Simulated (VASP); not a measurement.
# Co (P6_3/mmc) in VASP: single point with PBE

Aim: the single point of Co with PBE.

Program: VASP 6.6.1. These are calculated values, not measurements. Logs are shortened: lines on timing, memory, paths and dates and some standing lists are left out, and cuts for length are marked.

### Step 1. The cell of the first run

Symmetry: P6_3/mmc, No. 194, hexagonal system. Conventional cell: a = 2.507 Å, b = 2.507 Å, c = 3.970 Å, α = 90.00°, β = 90.00°, γ = 120.00°. Within 3.2 Å of Co (site symmetry -6m2) lie 12 Co at 2.46 to 2.51 Å.

### Step 2. Single point, PBE

POSCAR

```
Co
1.0
    2.5070040000      0.0000000000      0.0000000000
   -1.2534970000      2.1711310000      0.0000000000
    0.0000000000      0.0000000000      3.9699060000
Co
2
Direct
    0.3333300000      0.6666700000      0.2500000000
    0.6666600000      0.3333300000      0.7500000000
```

INCAR.step1

```
ALGO = Normal
EDIFF = 1E-7
ENCUT = 520
GGA = PE
ISIF = 2
ISMEAR = -1
LASPH = True
LCHARG = True
LMAXMIX = 4
LREAL = False
LWAVE = False
NBANDS = 16
NELM = 100
PREC = Accurate
SIGMA = 0.1
```

KPOINTS.step1

```
k-points
0
Gamma
  15 15 9
```

INCAR.step2

```
ALGO = Normal
EDIFF = 1E-7
ENCUT = 520
GGA = PE
ICHARG = 11
ISIF = 2
ISMEAR = -5
LASPH = True
LCHARG = False
LMAXMIX = 4
LORBIT = 10
LREAL = False
LWAVE = False
NBANDS = 16
NEDOS = 2001
NELM = 100
PREC = Accurate
SIGMA = 0.1
```

KPOINTS.step2

```
k-points
0
Gamma
  23 23 14
```

Potentials or basis: VASP PAW PBE potentials, release 64 (Co).

The run is started by

```bash
> cat potpaw_PBE.64/Co/POTCAR > POTCAR
> cp INCAR.step1 INCAR
> cp KPOINTS.step1 KPOINTS
> mpirun -np 1 vasp_std > vasp.out
> cp INCAR.step2 INCAR
> cp KPOINTS.step2 KPOINTS
> mpirun -np 1 vasp_std > vasp.out
```

OUTCAR:

```text
EDIFF = 1E-7
   ENCUT = 520
   GGA = PE
   ICHARG = 11
   ISIF = 2
   ISMEAR = -5
   LASPH = True
   LORBIT = 10
   LREAL = False
   NELM = 100
   PREC = Accurate

 ion  position               nearest neighbor table
   1  0.333  0.667  0.250-   2 2.46   2 2.46   2 2.46   2 2.46   2 2.46   2 2.46
   2  0.667  0.333  0.750-   1 2.46   1 2.46   1 2.46   1 2.46   1 2.46   1 2.46

  LATTYP: Found a hexagonal cell.
 ALAT       =     2.5070040000
 C/A-ratio  =     1.5835259936

  Lattice vectors:

 A1 = (   2.5070040000,   0.0000000000,   0.0000000000)
 A2 = (  -1.2534970000,   2.1711310000,   0.0000000000)
 A3 = (   0.0000000000,   0.0000000000,   3.9699060000)

Analysis of symmetry for initial positions (statically):
=====================================================================
 Subroutine PRICEL returns:
 Original cell was already a primitive cell.

 Routine SETGRP: Setting up the symmetry group for a
 hexagonal supercell.

 Subroutine GETGRP returns: Found  8 space group operations
 (whereof  2 operations were pure point group operations)
 out of a pool of 24 trial point group operations.

The static configuration has the point symmetry C_2 .
 The point group associated with its full space group is D_2h.

Analysis of symmetry for dynamics (positions and initial velocities):
=====================================================================
 Subroutine PRICEL returns:
 Original cell was already a primitive cell.

 Routine SETGRP: Setting up the symmetry group for a
 hexagonal supercell.

 Subroutine GETGRP returns: Found  8 space group operations
 (whereof  2 operations were pure point group operations)
 out of a pool of 24 trial point group operations.

The dynamic configuration has the point symmetry C_2 .
 The point group associated with its full space group is D_2h.

 Subroutine INISYM returns: Found  8 space group operations
 (whereof  2 operations are pure point group operations),
 and found     1 'primitive' translations

----------------------------------------------------------------------------------------

                                     Primitive cell

  volume of cell :      21.6083

  direct lattice vectors                    reciprocal lattice vectors
     2.507004000  0.000000000  0.000000000     0.398882491  0.230293799  0.000000000
    -1.253497000  2.171131000  0.000000000     0.000000000  0.460589435  0.000000000
     0.000000000  0.000000000  3.969906000     0.000000000  0.000000000  0.251895133

  length of vectors
     2.507004000  2.507003101  3.969906000     0.460589270  0.460589435  0.251895133

  position of ions in fractional coordinates (direct lattice)
     0.333330000  0.666670000  0.250000000
     0.666660000  0.333330000  0.750000000

  ion indices of the primitive-cell ions
   primitive index   ion index
                 1           1
                 2           2

----------------------------------------------------------------------------------------

 KPOINTS: k-points

Automatic generation of k-mesh.
 Grid dimensions read from file:
 generate k-points for:   23   23   14

 Generating k-lattice:

  Cartesian coordinates                     Fractional coordinates (reciprocal lattice)
     0.017342717  0.010012774  0.000000000     0.043478261  0.000000000  0.000000000
     0.000000000  0.020025628  0.000000000     0.000000000  0.043478261  0.000000000
     0.000000000  0.000000000  0.017992510     0.000000000  0.000000000  0.071428571

  Length of vectors
     0.020025620  0.020025628  0.017992510

  Shift w.r.t. Gamma in fractional coordinates (k-lattice)
     0.000000000  0.000000000  0.000000000

 TETIRR: Found  18655 inequivalent tetrahedra from    44436

 Subroutine IBZKPT returns following result:
 ===========================================

 Found   1152 irreducible k-points:

 Following reciprocal coordinates:
            Coordinates               Weight
  0.000000  0.000000  0.000000      1.000000
  0.043478  0.000000  0.000000      4.000000
  0.000000  0.043478  0.000000      2.000000
  0.086957  0.000000  0.000000      4.000000
  0.000000  0.086957  0.000000      2.000000
  0.130435  0.000000  0.000000      4.000000
[... 16 lines left out ...]
  0.000000  0.478261  0.000000      2.000000
  0.043478  0.043478  0.000000      4.000000
 [... further k-points ...]
   k-points           NKPTS =   1152   k-points in BZ     NKDIM =   1152   number of bands    NBANDS=     16
   number of dos      NEDOS =   2001   number of ions     NIONS =      2
   total plane-waves  NPLWV =  12000
   dimension x,y,z NGX =    20 NGY =   20 NGZ =   30
   dimension x,y,z NGXF=    40 NGYF=   40 NGZF=   60
   ions per type =               2
   NGX,Y,Z   is equivalent  to a cutoff of  13.26, 13.26, 12.56 a.u.
   NGXF,Y,Z  is equivalent  to a cutoff of  26.53, 26.53, 25.13 a.u.
 SYSTEM =  unknown system
   PREC   = accura    normal or accurate (medium, high low for compatibility)
   ISTART =      0    job   : 0-new  1-cont  2-samecut
   ICHARG =     11    charge: 1-file 2-atom 10-const
   ISPIN  =      1    spin polarized calculation?
   LNONCOLLINEAR =      F non collinear calculations
   LSORBIT =      F    spin-orbit coupling
   LASPH  =      T    aspherical Exc in radial PAW
   ENCUT  =  520.0 eV  38.22 Ry    6.18 a.u.   4.66  4.66  7.38*2*pi/ulx,y,z
   NELM   =    100;   NELMIN=  2; NELMDL=  0     # of ELM steps
   EDIFF  = 0.1E-06   stopping-criterion for ELM
   LREAL  =      F    real-space projection
   EDIFFG = 0.1E-05   stopping-criterion for IOM
   NSW    =      0    number of steps for IOM
   IBRION =     -1    ionic relax: 0-MD 1-quasi-New 2-CG
   NFREE  =      0    steps in history (QN), initial steepest desc. (CG)
   ISIF   =      2    stress and relaxation
   ISYM   =      2    0-nonsym 1-usesym 2-fastsym
   POTIM  = 0.5000    time-step for ionic-motion
   TEBEG  =    0.0;   TEEND  =   0.0 temperature during run
   PSTRESS=    0.0 pullay stress
   NELECT =      18.0000    total number of electrons
   NUPDOWN=      -1.0000    fix difference up-down
   EMIN   =  10.00;   EMAX   =-10.00  energy-range for DOS
   EFERMI =   0.00;   METHOD = LEGACY
   ISMEAR =    -5;   SIGMA  =   0.10  broadening in eV -4-tet -1-fermi 0-gaus
   EFERMI_NEDOS =   21; number of points for ismear=-14 and -15
   IALGO  =     38    algorithm
   IMIX   =      4    mixing-type and parameters
     AMIX     =   0.40;   BMIX     =  1.00
     AMIX_MAG =   1.60;   BMIX_MAG =  1.00
  volume/ion in A,a.u.               =      10.80        72.91
  Fermi-wavevector in a.u.,A,eV,Ry     =   1.540371  2.910878 32.283112  2.372742
  Thomas-Fermi vector in A             =   2.646467
   LORBIT       =     10    0 simple, 1 ext, 2 COOP (PROOUT), +10 PAW based schemes
   GGA     = PE    functional components
   LHFCALC =     F    Hartree Fock is set to
   AEXX    =    0.0000 exact exchange contribution
   IVDW    =     0    specifies the selected vdW correction
   LEPSILON=     F    determine dielectric tensor
   LRPA    =     F    only Hartree local field effects (RPA)
 non-spin polarized calculation
 Fermi weights with tetrahedron method with Bloechl corrections
  energy-cutoff  :      520.00
  volume of cell :       21.61
 maximum number of plane-waves:       592

 number of electron      17.9999993 magnetization

 Free energy of the ion-electron system (eV)
  ---------------------------------------------------
  ext. energy  EPLUGINS =         0.00000000
  ---------------------------------------------------
  free energy    TOTEN  =       -13.59783532 eV

  energy without entropy =      -13.59783532  energy(sigma->0) =      -13.59783532

 E-fermi :  10.2436     XC(G=0): -13.4447

 val. band max:       10.3184231108   @ k =   0.0000   0.0000   0.0000
 cond. band min:      10.1989917767   @ k =   0.0000   0.1304   0.5000
 fundamental gap:     -0.1194313342
 Fermi energy:        10.2435567697

 k-point     1 :       0.0000    0.0000    0.0000
  band No.  band energies     occupation
      1       1.3713      2.00000
      2       5.6187      2.00000
      3       8.4573      2.00000
      4       8.4573      2.00000
      5       8.5202      2.00000
      6       8.8203      2.00000
[... 8 lines left out ...]
     15      34.6190      0.00000
     16      34.6195      0.00000

 k-point     2 :       0.0435    0.0000    0.0000
  band No.  band energies     occupation
      1       1.4371      2.00000
      2       5.6599      2.00000
      3       8.3517      2.00000
      4       8.4893      2.00000
      5       8.6142      2.00000
      6       8.8038      2.00000
[... 8 lines left out ...]
     15      33.3480      0.00000
     16      33.7120      0.00000

 k-point     3 :       0.0000    0.0435    0.0000
  band No.  band energies     occupation
      1       1.4371      2.00000
      2       5.6599      2.00000
      3       8.3517      2.00000
      4       8.4893      2.00000
      5       8.6142      2.00000
      6       8.8038      2.00000
[... 8 lines left out ...]
     15      33.3481      0.00000
     16      33.7120      0.00000

 k-point     4 :       0.0870    0.0000    0.0000
  band No.  band energies     occupation
      1       1.6332      2.00000
      2       5.7785      2.00000
      3       8.2022      2.00000
      4       8.5839      2.00000
      5       8.7135      2.00000
      6       8.7775      2.00000
[... 8 lines left out ...]
     15      32.4145      0.00000
     16      32.4729      0.00000

 k-point     5 :       0.0000    0.0870    0.0000
  band No.  band energies     occupation
      1       1.6332      2.00000
      2       5.7785      2.00000
      3       8.2022      2.00000
      4       8.5839      2.00000
      5       8.7135      2.00000
      6       8.7776      2.00000
[... 8 lines left out ...]
     15      32.4145      0.00000
     16      32.4729      0.00000

 k-point     6 :       0.1304    0.0000    0.0000
  band No.  band energies     occupation
      1       1.9543      2.00000
      2       5.9589      2.00000
      3       8.0349      2.00000
      4       8.4713      2.00000
      5       8.6660      2.00000
      6       8.7367      2.00000
[... 8 lines left out ...]
     15      31.1446      0.00000
     16      31.9941      0.00000
[... 267 lines left out ...]
 k-point    21 :       0.0000    0.4348    0.0000
  band No.  band energies     occupation
      1       5.7209      2.00000
      2       6.2159      2.00000
      3       6.4683      2.00000
      4       7.9167      2.00000
      5       8.2278      2.00000
      6       8.5481      2.00000
[... 8 lines left out ...]
     15      24.4143      0.00000
     16      25.1502      0.00000

 k-point    22 :       0.4783    0.0000    0.0000
  band No.  band energies     occupation
      1       5.9290      2.00000
      2       6.1268      2.00000
      3       6.4108      2.00000
      4       8.0275      2.00000
      5       8.2011      2.00000
      6       8.5251      2.00000
[... 8 lines left out ...]
     15      23.5570      0.00000
     16      24.8178      0.00000

 k-point    23 :       0.0000    0.4783    0.0000
  band No.  band energies     occupation
      1       5.9290      2.00000
      2       6.1268      2.00000
      3       6.4108      2.00000
      4       8.0275      2.00000
      5       8.2011      2.00000
      6       8.5250      2.00000
[... 8 lines left out ...]
     15      23.5569      0.00000
     16      24.8177      0.00000

 k-point    24 :       0.0435    0.0435    0.0000
  band No.  band energies     occupation
      1       1.5681      2.00000
      2       5.7398      2.00000
      3       8.2436      2.00000
      4       8.5534      2.00000
      5       8.6991      2.00000
      6       8.7714      2.00000
[... 8 lines left out ...]
     15      31.8301      0.00000
     16      33.7090      0.00000

 [... further k-points ...]

------------------------ aborting loop because EDIFF is reached ----------------------------------------

  FORCE on cell =-STRESS in cart. coord.  units (eV):
  Direction    XX          YY          ZZ          XY          YZ          ZX
  --------------------------------------------------------------------------------------
  -------------------------------------------------------------------------------------
  Total       -2.2110417     -2.2111459     -1.5995677     -0.0000051      0.0000000      0.0000000
  in kB     -163.9404897   -163.9482199   -118.6019778     -0.0003776      0.0000000      0.0000000
  external PRESSURE =    -148.8302291 kB  Pullay stress =       0.0000000 kB

 VOLUME and BASIS-vectors are now :
 -----------------------------------------------------------------------------
  energy-cutoff  :      520.00
  volume of cell :       21.61
      direct lattice vectors                 reciprocal lattice vectors
     2.507004000  0.000000000  0.000000000     0.398882491  0.230293799  0.000000000
    -1.253497000  2.171131000  0.000000000     0.000000000  0.460589435  0.000000000
     0.000000000  0.000000000  3.969906000     0.000000000  0.000000000  0.251895133

 POSITION                                       TOTAL-FORCE (eV/Angst)
 -----------------------------------------------------------------------------------
     -0.00001      1.44743      0.99248         0.000000      0.000394     -0.000000
      1.25349      0.72370      2.97743        -0.000000     -0.000394      0.000000
 -----------------------------------------------------------------------------------
    total drift:                                0.000000     -0.000000     -0.000000

  FREE ENERGIE OF THE ION-ELECTRON SYSTEM (eV)
  ---------------------------------------------------
  free  energy   TOTEN  =       -13.5978353222 eV

  energy  without entropy=      -13.5978353222  energy(sigma->0) =      -13.59783532

 total charge

# of ion       s       p       d       tot
------------------------------------------
    1        0.483   0.518   7.280   8.281
    2        0.483   0.518   7.280   8.281
--------------------------------------------------
tot          0.966   1.036  14.561  16.562
```

Wall time 4.2 min (1 thread of Intel Xeon Platinum 8488C (Sapphire Rapids), shared host); peak memory 0.47 GiB.

Results:

- Valence electrons inside the program's atomic spheres: Co 8.28

Levels at points of the mesh, in eV from the Fermi level:
```csv
k point,band 5,band 6,band 7,band 8,band 9,band 10,band 11,band 12,band 13,band 14
"(0.00, 0.00, 0.00)",-1.72,-1.42,-1.42,-1.17,-1.17,0.07,0.07,0.19,7.19,21.67
"(0.00, 0.00, 0.50)",-1.89,-1.89,-1.89,-1.89,-0.24,-0.24,-0.24,-0.24,15.84,15.84
```

Caveat: the run has no spin polarisation, though such a crystal can be magnetic; tetrahedron occupations give inexact forces and stress in metals. Spin polarisation is off, so any magnetic state and its effect on volume and gap are missing.
